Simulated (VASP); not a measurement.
Write the native input for VASP 6.6.1 that does the following.

* Task: relaxation of cell and atoms
* Functional: PBE
* Potentials or basis: VASP PAW PBE potentials, release 64 (Sn_d)
* Cutoff: 600 eV
* k mesh: 6 × 6 × 4
* Occupations: gaussian, width 0.1 eV
* Spin: no spin polarisation
* Dipole correction: no
* Further INCAR settings: ALGO = Fast; EDIFF = 1e-07; IBRION = 2; EDIFFG = -0.04; NSW = 90; ISIF = 3

The structure of Sn lies in POSCAR:

```
Sn
1.0
    4.4907167000      0.0000000000      0.0000000000
   -2.2453583500      3.8890747400      0.0000000000
    0.0000000000      0.0000000000      4.9174071400
Sn
3
Direct
    0.0000000000      0.5000000000      0.3333333300
    0.5000000000      0.5000000000      0.6666666700
    0.5000000000      0.0000000000      0.0000000000
```

The cell was generated, and may not be a known phase.

The input as run:

INCAR

```
PREC = Accurate ; ENCUT = 600
EDIFF = 1E-7 ; ISMEAR = 0
SIGMA = 0.1 ; LREAL = False
LASPH = True ; NELM = 60
ALGO = Fast ; ISIF = 3
LWAVE = False ; LCHARG = False
GGA = PE ; IBRION = 2
NSW = 90 ; EDIFFG = -0.04
```

KPOINTS

```
regular mesh
0
Gamma
  6 6 4
```

Potentials or basis: VASP PAW PBE potentials, release 64 (Sn_d).

Launch:

```sh
$ cat potpaw_PBE.64/Sn_d/POTCAR > POTCAR
$ mpirun -np 1 vasp_std > vasp.out
```

It gave:

```json
{
 "Relaxed volume": "33.02 Å³/atom",
 "Relaxed cell": "a = 4.772 Å, b = 4.772 Å, c = 5.022 Å, α = 90.00°, β = 90.00°, γ = 120.00°",
 "Space group after relaxing (to 0.1 Å)": "P6_422 (No. 181)",
 "Energy gained by relaxing": "91.5 meV/atom",
 "Ionic steps": "7",
 "Pressure after relaxing": "-0.1 GPa",
 "Band gap on the k mesh": "zero (bands 21 and 22 overlap by 0.46 eV)"
}
```

Caveat: the volume moved by over 15 % at a fixed basis, so the end points are rough; spin-orbit coupling is left out, which moves the levels of the heavy elements.

Wall time 9 min on 1 thread of Intel Xeon 8259CL, with other jobs on the host, peak memory 0.24 GiB.
